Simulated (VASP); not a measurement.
# ZrH (P4_2/mmc) in VASP: further runs, part 2 of 2

VASP 6.6.1.

## (3) Electric field gradients, r2SCAN

The input, POSCAR:

```
ZrH
1.0
    3.2355806758      0.0000000000      0.0000000000
    0.0000000000      3.2355806758      0.0000000000
    0.0000000000      0.0000000000      5.0014745703
Zr H
2 2
Direct
    0.0000000000      0.5000000000      0.5000000000
    0.5000000000      0.0000000000      0.0000000000
    0.5000000000      0.5000000000      0.2500000000
    0.5000000000      0.5000000000      0.7500000000
```

The input, INCAR.step1:

```
PREC = Accurate
ENCUT = 520
ISMEAR = -1
SIGMA = 0.08
LREAL = F
LASPH = T
NELM = 80
NBANDS = 21
GGA = PE
ALGO = Normal
EDIFF = 1E-4
LWAVE = T
LCHARG = F
```

The input, INCAR.step2:

```
PREC = Accurate
ENCUT = 520
EDIFF = 1E-8
ISMEAR = -1
SIGMA = 0.08
LREAL = F
LASPH = T
NELM = 80
ALGO = Normal
ISIF = 2
LWAVE = F
LCHARG = F
METAGGA = R2SCAN
LMIXTAU = T
LEFG = T
NBANDS = 21
ISTART = 1
```

The input, KPOINTS:

```
Automatic mesh
0
Gamma
  10 10 7
```

Potentials or basis: VASP PAW PBE potentials, release 64 (Zr_sv, H).

Run with:

```
cat potpaw_PBE.64/Zr_sv/POTCAR potpaw_PBE.64/H/POTCAR > POTCAR
cp INCAR.step1 INCAR
mpirun -np 1 vasp_std > vasp.out
cp INCAR.step2 INCAR
mpirun -np 1 vasp_std > vasp.out
```

OUTCAR:

```text
PREC = Accurate
   ENCUT = 520
   EDIFF = 1E-8
   ISMEAR = -1
   LREAL = F
   LASPH = T
   NELM = 80
   ISIF = 2
   METAGGA = R2SCAN
   ISTART = 1

 ion  position               nearest neighbor table
   1  0.000  0.500  0.500-   3 2.04   4 2.04   3 2.04   4 2.04   2 3.39   2 3.39   2 3.39   2 3.39
                             2 3.39   2 3.39   2 3.39   2 3.39
   2  0.500  0.000  0.000-   3 2.04   4 2.04   3 2.04   4 2.04   1 3.39   1 3.39   1 3.39   1 3.39
                             1 3.39   1 3.39   1 3.39   1 3.39
   3  0.500  0.500  0.250-   1 2.04   2 2.04   2 2.04   1 2.04
   4  0.500  0.500  0.750-   1 2.04   2 2.04   2 2.04   1 2.04

  LATTYP: Found a simple tetragonal cell.
 ALAT       =     3.2355806758
 C/A-ratio  =     1.5457734087

  Lattice vectors:

 A1 = (   3.2355806758,   0.0000000000,   0.0000000000)
 A2 = (   0.0000000000,   3.2355806758,   0.0000000000)
 A3 = (   0.0000000000,   0.0000000000,   5.0014745703)

Analysis of symmetry for initial positions (statically):
=====================================================================
 Subroutine PRICEL returns:
 Original cell was already a primitive cell.

 Routine SETGRP: Setting up the symmetry group for a
 simple tetragonal supercell.

 Subroutine GETGRP returns: Found 16 space group operations
 (whereof  8 operations were pure point group operations)
 out of a pool of 16 trial point group operations.

The static configuration has the point symmetry D_2h.
 The point group associated with its full space group is D_4h.

Analysis of symmetry for dynamics (positions and initial velocities):
=====================================================================
 Subroutine PRICEL returns:
 Original cell was already a primitive cell.

 Routine SETGRP: Setting up the symmetry group for a
 simple tetragonal supercell.

 Subroutine GETGRP returns: Found 16 space group operations
 (whereof  8 operations were pure point group operations)
 out of a pool of 16 trial point group operations.

The dynamic configuration has the point symmetry D_2h.
 The point group associated with its full space group is D_4h.

 Subroutine INISYM returns: Found 16 space group operations
 (whereof  8 operations are pure point group operations),
 and found     1 'primitive' translations

----------------------------------------------------------------------------------------

                                     Primitive cell

  volume of cell :      52.3603

  direct lattice vectors                    reciprocal lattice vectors
     3.235580676  0.000000000  0.000000000     0.309063535  0.000000000  0.000000000
     0.000000000  3.235580676  0.000000000     0.000000000  0.309063535  0.000000000
     0.000000000  0.000000000  5.001474570     0.000000000  0.000000000  0.199941035

  length of vectors
     3.235580676  3.235580676  5.001474570     0.309063535  0.309063535  0.199941035

  position of ions in fractional coordinates (direct lattice)
     0.000000000  0.500000000  0.500000000
     0.500000000  0.000000000  0.000000000
     0.500000000  0.500000000  0.250000000
     0.500000000  0.500000000  0.750000000

[... 93 lines left out ...]
   ISMEAR =    -1;   SIGMA  =   0.08  broadening in eV -4-tet -1-fermi 0-gaus
   EFERMI_NEDOS =   21; number of points for ismear=-14 and -15
   IALGO  =     38    algorithm
   IMIX   =      4    mixing-type and parameters
     AMIX     =   0.40;   BMIX     =  1.00
     AMIX_MAG =   1.60;   BMIX_MAG =  1.00
  volume/ion in A,a.u.               =      13.09        88.34
  Fermi-wavevector in a.u.,A,eV,Ry     =   1.296378  2.449800 22.865908  1.680597
  Thomas-Fermi vector in A             =   2.427838
   LORBIT       =      0    0 simple, 1 ext, 2 COOP (PROOUT), +10 PAW based schemes
   METAGGA = R2SCAN    functional components
   LHFCALC =     F    Hartree Fock is set to
   AEXX    =    0.0000 exact exchange contribution
   IVDW    =     0    specifies the selected vdW correction
   LEPSILON=     F    determine dielectric tensor
   LRPA    =     F    only Hartree local field effects (RPA)
 non-spin polarized calculation
  energy-cutoff  :      520.00
  volume of cell :       52.36
 maximum number of plane-waves:      1432
   NGX = 13   NGY = 13   NGZ = 19

 number of electron      25.9999998 magnetization

 Free energy of the ion-electron system (eV)
  ---------------------------------------------------
  ext. energy  EPLUGINS =         0.00000000
  ---------------------------------------------------
  free energy    TOTEN  =       -54.40772673 eV

  energy without entropy =      -54.36949128  energy(sigma->0) =      -54.38860900

 E-fermi :   8.2454     XC(G=0): -11.8206

 val. band max:        8.2299947256   @ k =   0.5000   0.1000   0.4286
 cond. band min:       8.2529184863   @ k =   0.3000   0.2000   0.4286
 fundamental gap:      0.0229237607
 Fermi energy:         8.2454252504

 k-point     1 :       0.0000    0.0000    0.0000
  band No.  band energies     occupation
      1     -42.4709      2.00000
      2     -42.3627      2.00000
      3     -20.1429      2.00000
      4     -19.6288      2.00000
      5     -19.6288      2.00000
      6     -19.4347      2.00000
[... 565 lines left out ...]
     20      13.1414      0.00000
     21      15.5776      0.00000

 [... further k-points ...]

------------------------ aborting loop because EDIFF is reached ----------------------------------------

  FORCE on cell =-STRESS in cart. coord.  units (eV):
  Direction    XX          YY          ZZ          XY          YZ          ZX
  --------------------------------------------------------------------------------------
  -------------------------------------------------------------------------------------
  Total        0.1600704      0.1600704     -0.1713014      0.0000000      0.0000000      0.0000000
  in kB        4.8980041      4.8980041     -5.2416619      0.0000000      0.0000000      0.0000000
  external PRESSURE =       1.5181154 kB  Pullay stress =       0.0000000 kB

 VOLUME and BASIS-vectors are now :
 -----------------------------------------------------------------------------
  energy-cutoff  :      520.00
  volume of cell :       52.36
      direct lattice vectors                 reciprocal lattice vectors
     3.235580676  0.000000000  0.000000000     0.309063535  0.000000000  0.000000000
     0.000000000  3.235580676  0.000000000     0.000000000  0.309063535  0.000000000
     0.000000000  0.000000000  5.001474570     0.000000000  0.000000000  0.199941035

 POSITION                                       TOTAL-FORCE (eV/Angst)
 -----------------------------------------------------------------------------------
      0.00000      1.61779      2.50074         0.000000      0.000000     -0.000000
      1.61779      0.00000      0.00000         0.000000      0.000000     -0.000000
      1.61779      1.61779      1.25037        -0.000000     -0.000000      0.000000
      1.61779      1.61779      3.75111         0.000000      0.000000      0.000000
 -----------------------------------------------------------------------------------
    total drift:                                0.000000      0.000000     -0.000000

  FREE ENERGIE OF THE ION-ELECTRON SYSTEM (eV)
  ---------------------------------------------------
  free  energy   TOTEN  =       -54.4077267301 eV

  energy  without entropy=      -54.3694912785  energy(sigma->0) =      -54.38860900

 Electric field gradients (V/A^2)
---------------------------------------------------------------------
 ion       V_xx      V_yy      V_zz      V_xy      V_xz      V_yz
---------------------------------------------------------------------
   1     -35.158    69.207   -34.050    -0.000    -0.000     0.000
   2      69.207   -35.158   -34.050    -0.000    -0.000     0.000
   3      -0.504    -0.504     1.009     0.000    -0.000     0.000
   4      -0.504    -0.504     1.009     0.000    -0.000    -0.000
---------------------------------------------------------------------

 Electric field gradients after diagonalization (V/A^2)
 (convention: |V_zz| > |V_xx| > |V_yy|)
----------------------------------------------------------------------
 ion       V_xx      V_yy      V_zz     asymmetry (V_yy - V_xx)/ V_zz
----------------------------------------------------------------------
   1     -35.158   -34.050    69.207       0.016
   2     -35.158   -34.050    69.207       0.016
   3      -0.504    -0.504     1.009       0.000
   4      -0.504    -0.504     1.009       0.000
----------------------------------------------------------------------

           NMR quadrupolar parameters

 Cq : quadrupolar parameter    Cq=e*Q*V_zz/h
 eta: asymmetry parameters     (V_yy - V_xx)/ V_zz
 Q  : nuclear electric quadrupole moment in mb (millibarn)
----------------------------------------------------------------------
 ion       Cq(MHz)       eta       Q (mb)
----------------------------------------------------------------------
   1       0.167       0.016       1.000
   2       0.167       0.016       1.000
   3       0.002       0.000       1.000
   4       0.002       0.000       1.000
----------------------------------------------------------------------
```

It took 5 min on 1 thread of Intel Xeon 8259CL, shared host; peak memory 0.22 GiB.

Results:

* Free energy: -54.4077 eV
* Pressure: 0.2 GPa
* Band gap on the k mesh: zero (bands 13 and 14 overlap by 0.73 eV)
* Largest electric field gradient by atom: Zr +69.2; H +1.0 V/Å²

Levels at points of the mesh, in eV from the Fermi level:
| k point | band 11 | band 12 | band 13 | band 14 | band 15 | band 16 |
| --- | --- | --- | --- | --- | --- | --- |
| (0.00, 0.00, 0.00) | -3.13 | -3.06 | 0.06 | 0.86 | 0.86 | 2.39 |
| (0.50, 0.00, 0.00) | -2.14 | -0.90 | -0.59 | -0.22 | 1.90 | 2.12 |
| (0.50, 0.50, 0.00) | -3.03 | -3.03 | -2.00 | 2.85 | 4.15 | 4.53 |

Electric field gradients, principal values (V/Å²):
```tsv
atom	least	middle	greatest (by size)
1 Zr	-34.050	-35.158	69.207
2 Zr	-34.050	-35.158	69.207
3 H	-0.504	-0.504	1.009
4 H	-0.504	-0.504	1.009
```

Caveat: without QUAD_EFG the Cq values of the log hold for a quadrupole moment of 1 mb, not for the nuclei; the PAW data sets were made with another functional, which shifts forces and pressure a little.
